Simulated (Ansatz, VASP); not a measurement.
## Two plane-wave programs on Nb

```
Nb
1.0
    -1.57856    1.66505    1.66505
     1.66505   -1.57856    1.66505
     1.66505    1.66505   -1.57856
Nb
1
Direct
  0.00000 0.00000 0.00000
```

Alike in both runs: task single point; functional PBE; k mesh 22 × 22 × 22; occupations gaussian, width 0.15 eV; no spin polarisation.

|  | VASP | Ansatz |
| --- | --- | --- |
| version | VASP 6.6.1 | Ansatz 0.2.0 |
| potentials or method | VASP PAW PBE potentials, release 64 (Nb_sv), cutoff 520 eV | scalar-relativistic, plane waves, PAW |
| valence electrons in the cell | 13 | 13 |

Ansatz gave:

```
gap on the k mesh at the Fermi level (eV)                     : none
pressure (GPa)                                                : -2.5
traceless stress, the component that is largest in VASP (GPa) : -0.88
```

Task: What did VASP give for the same quantities?

Result: gap on the k mesh at the Fermi level (eV): none; pressure (GPa): -2.9; traceless stress, the component that is largest in VASP (GPa): -0.90.

A gap of «none» marks a metal or a gap that the smearing closes. With one functional, cell and mesh, what is left measures potentials, basis and numerics.
